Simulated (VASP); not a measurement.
GdN: single point with LDA+U

Crystal: GdN.

```xyz
4
Lattice="3.3394 0.0000 0.0000 -1.6697 2.8920 3.0379 0.0000 0.0000 6.0759" Properties=species:S:1:pos:R:3 pbc="T T T"
Gd    3.3394    0.0000    6.0759
Gd    3.3394    0.0000    3.0379
N     1.6697    0.9640    1.5190
N     1.6697    0.9640    4.5569
```

| Property | Result |
| --- | --- |
| Program | VASP 6.6.1 |
| Task | single point |
| Functional | LDA |
| Potentials or basis | VASP PAW PBE potentials, release 64 (Gd, N) |
| Cutoff | 520 eV |
| k mesh | 10 × 10 × 5 |
| Occupations | gaussian, width 0.05 eV |
| Spin | collinear spin, antiferromagnetic start |
| Starting moments | [7.0, -7.0, 0.0, 0.0] μB |
| Hubbard terms | Gd f U = 6.0 eV |

* Pressure: 0.8 GPa
* Largest force: 0.006 eV/Å
* Band gap on the k mesh: 0.20 eV
* Net moment: 0.00 μB per cell
* Site moments: Gd +6.87, -6.87; N +0.00 μB
* Valence electrons inside the program's atomic spheres: Gd 15.27; N 3.64

Forces on the atoms (eV/Å):
```
Gd   0.000  0.006  0.000
Gd   0.000  0.006  0.000
N    0.000 -0.006  0.000
N    0.000 -0.006  0.000
```

Stress tensor (GPa, compression positive):
```
0.50 0.00 0.00
0.00 0.59 0.00
0.00 0.00 1.20
```

Levels at points of the mesh, in eV from the valence-band top:
Spin up:
```tsv
k point	band 20	band 21	band 22	band 23	band 24	band 25	band 26	band 27
(0.00, 0.00, 0.00)	-2.12	-1.62	-1.61	-0.19	0.36	2.89	3.23	4.34
(0.50, 0.00, 0.00)	-2.38	-2.13	-1.13	-0.30	0.29	3.21	4.26	4.34
(0.00, 0.50, 0.00)	-1.15	-1.01	-1.01	-0.29	0.29	3.44	3.47	3.76
```
Spin down:
```tsv
k point	band 19	band 20	band 21	band 22	band 23	band 24	band 25	band 26	band 27	band 28
(0.00, 0.00, 0.00)	-2.38	-2.12	-1.62	-1.61	-0.19	0.36	2.89	3.23	4.34	4.37
(0.50, 0.00, 0.00)	-3.06	-2.38	-2.13	-1.13	-0.30	0.29	3.21	4.26	4.34	4.39
(0.00, 0.50, 0.00)	-3.53	-1.15	-1.01	-1.01	-0.29	0.29	3.44	3.47	3.76	4.31
```

Eigenvalues of the final occupation matrices:
```csv
site,spin,trace,eigenvalues
site 1 f,1,6.94,0.99 0.99 0.99 0.99 0.99 0.99 0.99
site 1 f,2,0.06,0.00 0.01 0.01 0.01 0.01 0.01 0.01
site 2 f,1,0.06,0.00 0.01 0.01 0.01 0.01 0.01 0.01
site 2 f,2,6.94,0.99 0.99 0.99 0.99 0.99 0.99 0.99
```

Wall time 33 min on 1 thread of Intel Xeon 8259CL, on a shared host, peak memory 0.41 GiB.

Caveat: the antiferromagnetic order is the one typed at the start, and another may lie lower; semilocal functionals underestimate gaps, and a narrow one can read as zero; the PAW data sets were made with another functional, which shifts forces and pressure a little; spin-orbit coupling is left out, which moves the levels of the heavy elements. A k mesh can miss the band edges.
